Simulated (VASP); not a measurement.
# Au in VASP: settings compared, part 3 of 3

VASP 6.6.1.

### Step 6. Single point, PBE, collinear spin

The input, INCAR:

```
PREC = Accurate
ENCUT = 500
EDIFF = 1E-6
ISMEAR = 0
SIGMA = 0.1
LREAL = False
LASPH = True
NELM = 200
ALGO = Normal
ISIF = 2
LWAVE = False
LCHARG = True
ISPIN = 2
MAGMOM = 0 -2
LORBIT = 11
LMAXMIX = 4
GGA = PE
LELF = True
LVHAR = True
ISYM = 0
NBANDS = 22
GGA_COMPAT = False
```

The input, KPOINTS:

```
Automatic mesh
0
Gamma
  2 2 1
  0.25 0.25 0.25
```

The input, POSCAR:

```
Au
1.0
    1.4113099650     -2.5559330250      0.0000000000
    1.4113099650      2.5559330250      0.0000000000
    0.0000000000      0.0000000000      4.8931696100
Au
2
Direct
    0.6653279700      0.3346720300      0.2500000000
    0.3346720300      0.6653279700      0.7500000000
```

Potentials or basis: VASP PAW PBE potentials, release 64 (Au).

The run is started by

```bash
$ cat potpaw_PBE.64/Au/POTCAR > POTCAR
$ mpirun -np 1 vasp_std > vasp.out
```

OUTCAR:

```text
PREC = Accurate
   ENCUT = 500
   EDIFF = 1E-6
   ISMEAR = 0
   LREAL = False
   LASPH = True
   NELM = 200
   ISIF = 2
   ISPIN = 2
   LORBIT = 11
   GGA = PE
   ISYM = 0

 ion  position               nearest neighbor table
   1  0.665  0.335  0.250-   2 2.95   2 2.95   2 2.95   2 2.95   2 2.97   2 2.97
   2  0.335  0.665  0.750-   1 2.95   1 2.95   1 2.95   1 2.95   1 2.97   1 2.97

IMPORTANT INFORMATION: All symmetrisations will be switched off!
NOSYMM: (Re-)initialisation of all symmetry stuff for point group C_1.

----------------------------------------------------------------------------------------

                                     Primitive cell

  volume of cell :      35.3014

  direct lattice vectors                    reciprocal lattice vectors
     1.411309965 -2.555933025  0.000000000     0.354280783 -0.195623279  0.000000000
     1.411309965  2.555933025  0.000000000     0.354280783  0.195623279  0.000000000
     0.000000000  0.000000000  4.893169610     0.000000000  0.000000000  0.204366511

  length of vectors
     2.919689957  2.919689957  4.893169610     0.404701545  0.404701545  0.204366511

  position of ions in fractional coordinates (direct lattice)
     0.665327970  0.334672030  0.250000000
     0.334672030  0.665327970  0.750000000

  ion indices of the primitive-cell ions
   primitive index   ion index
                 1           1
                 2           2

----------------------------------------------------------------------------------------

 KPOINTS: Automatic mesh

Automatic generation of k-mesh.
 Grid dimensions read from file:
 generate k-points for:    2    2    1

 Generating k-lattice:

  Cartesian coordinates                     Fractional coordinates (reciprocal lattice)
[... 80 lines left out ...]
   NGX = 11   NGY = 11   NGZ = 17

 number of electron      21.9999996 magnetization      -0.0000480

 number of electron      21.9999996 magnetization       0.0000000

 Free energy of the ion-electron system (eV)
  ---------------------------------------------------
  ext. energy  EPLUGINS =         0.00000000
  ---------------------------------------------------
  free energy    TOTEN  =        -7.43037129 eV

  energy without entropy =       -7.43037129  energy(sigma->0) =       -7.43037129

 E-fermi :   9.0073     XC(G=0): -12.5085

 val. band max:        8.4922535668   @ k =  -0.1250  -0.1250   0.2500
 cond. band min:       9.7574514619   @ k =   0.1250  -0.3750  -0.2500
 fundamental gap:      1.2651978950
 Fermi energy:         9.0073355570

 spin component 1

 k-point     1 :       0.1250    0.1250    0.2500
  band No.  band energies     occupation
      1       1.2129      1.00000
      2       2.8520      1.00000
      3       3.7234      1.00000
      4       3.9397      1.00000
      5       4.2274      1.00000
      6       4.6532      1.00000
[... 189 lines left out ...]
     21      30.5895      0.00000
     22      32.2935      0.00000
 Fermi energy:         9.0073355570

 spin component 2

 k-point     1 :       0.1250    0.1250    0.2500
  band No.  band energies     occupation
      1       1.2129      1.00000
      2       2.8520      1.00000
      3       3.7234      1.00000
      4       3.9397      1.00000
      5       4.2274      1.00000
      6       4.6532      1.00000
[... 189 lines left out ...]
     21      30.5896      0.00000
     22      32.2935      0.00000

------------------------ aborting loop because EDIFF is reached ----------------------------------------

  FORCE on cell =-STRESS in cart. coord.  units (eV):
  Direction    XX          YY          ZZ          XY          YZ          ZX
  --------------------------------------------------------------------------------------
  -------------------------------------------------------------------------------------
  Total       -3.0780905     -0.2655475      0.6800384      0.0000001      0.0000000      0.0000000
  in kB     -139.7010991    -12.0520448     30.8639781      0.0000032      0.0000014      0.0000021
  external PRESSURE =     -40.2963886 kB  Pullay stress =       0.0000000 kB

 VOLUME and BASIS-vectors are now :
 -----------------------------------------------------------------------------
  energy-cutoff  :      500.00
  volume of cell :       35.30
      direct lattice vectors                 reciprocal lattice vectors
     1.411309965 -2.555933025  0.000000000     0.354280783 -0.195623279  0.000000000
     1.411309965  2.555933025  0.000000000     0.354280783  0.195623279  0.000000000
     0.000000000  0.000000000  4.893169610     0.000000000  0.000000000  0.204366511

 POSITION                                       TOTAL-FORCE (eV/Angst)
 -----------------------------------------------------------------------------------
      1.41131     -0.84513      1.22329         0.000000      0.146068      0.000000
      1.41131      0.84513      3.66988        -0.000000     -0.146068     -0.000000
 -----------------------------------------------------------------------------------
    total drift:                               -0.000000      0.000006     -0.000000

  FREE ENERGIE OF THE ION-ELECTRON SYSTEM (eV)
  ---------------------------------------------------
  free  energy   TOTEN  =        -7.4303712906 eV

  energy  without entropy=       -7.4303712906  energy(sigma->0) =       -7.43037129

 total charge

# of ion       s       p       d       tot
------------------------------------------
    1        0.539   0.326   8.745   9.611
    2        0.539   0.326   8.745   9.611
--------------------------------------------------
tot          1.079   0.652  17.491  19.222

 magnetization (x)

# of ion       s       p       d       tot
------------------------------------------
    1       -0.000  -0.000  -0.000  -0.000
    2       -0.000   0.000  -0.000  -0.000
--------------------------------------------------
tot         -0.000  -0.000  -0.000  -0.000
```

OSZICAR:

```text
N       E                     dE             d eps       ncg     rms          rms(c)
DAV:   1     0.129297436793E+03    0.12930E+03   -0.11273E+04   704   0.947E+02
DAV:   2    -0.471216128459E+01   -0.13401E+03   -0.12687E+03   806   0.238E+02
DAV:   3    -0.751256092590E+01   -0.28004E+01   -0.27898E+01   842   0.341E+01
DAV:   4    -0.752508539197E+01   -0.12524E-01   -0.12524E-01   788   0.245E+00
DAV:   5    -0.752520992654E+01   -0.12453E-03   -0.12453E-03   830   0.261E-01    0.127E+01
DAV:   6    -0.742424803515E+01    0.10096E+00   -0.97078E-01   716   0.873E+00    0.684E+00
DAV:   7    -0.744531993033E+01   -0.21072E-01   -0.12419E-01   800   0.270E+00    0.413E+00
DAV:   8    -0.743896155768E+01    0.63584E-02   -0.10833E-02   734   0.917E-01    0.174E+00
DAV:   9    -0.743109803476E+01    0.78635E-02   -0.39829E-03   716   0.559E-01    0.233E-01
DAV:  10    -0.743047186755E+01    0.62617E-03   -0.54087E-04   788   0.206E-01    0.902E-02
DAV:  11    -0.743037363877E+01    0.98229E-04   -0.25747E-05   770   0.532E-02    0.273E-02
DAV:  12    -0.743036951094E+01    0.41278E-05   -0.60338E-06   770   0.204E-02    0.102E-02
DAV:  13    -0.743037106565E+01   -0.15547E-05   -0.17676E-06   646   0.100E-02    0.252E-03
DAV:  14    -0.743037129061E+01   -0.22496E-06   -0.20512E-07   352   0.333E-03
   1 F= -.74303713E+01 E0= -.74303713E+01  d E =-.423671E-13  mag=    -0.0000
```

It took 10 s on 1 thread of Intel Xeon 6975P-C (Granite Rapids), shared host; peak memory 0.16 GiB.

What came out:

| Item | Value |
| --- | --- |
| Free energy | -7.4304 eV |
| Pressure | -4.0 GPa |
| Largest force | 0.146 eV/Å |
| Band gap on the k mesh | zero (filled and empty bands overlap) |
| Net moment | 0.00 μB per cell |
| Valence electrons inside the program's atomic spheres | Au 9.61 |

Forces in eV/Å, atoms in the order of the input:
```
Au   0.000  0.146  0.000
Au   0.000 -0.146  0.000
```

Caveat: the k points lie up to 1.28 Å⁻¹ apart; spin-orbit coupling is left out, which moves the levels of the heavy elements.

### Step 7. The runs side by side

| level | spin | k mesh | cutoff (eV) | gap on the mesh (eV) | pressure (GPa) | largest force (eV/Å) |
| --- | --- | --- | --- | --- | --- | --- |
| r2SCAN | off | 2 × 2 × 1, shifted | 550 | none | 23.1 | 1.76 |
| PBE | off | 3 × 3 × 2 | 500 | none | 2.3 | 0.12 |
| PBE | collinear | 2 × 2 × 1, shifted | 500 | none | -4.0 | 0.15 |

Some of these runs hold the atoms at other places in the same cell, which the table doesn't show; runs alike in all that it shows share one row.

Alike in all rows: task single point; potentials or basis VASP PAW PBE potentials, release 64 (Au); cell as given; smearing gaussian 0.1 eV.

Caveats: all runs use coarse meshes; spin-orbit coupling is left out, which moves the levels of the heavy elements; the PAW data sets were made with another functional, which shifts forces and pressure a little (some runs).

Total energies depend on the potentials used, so only differences within one code and one set of settings carry meaning.
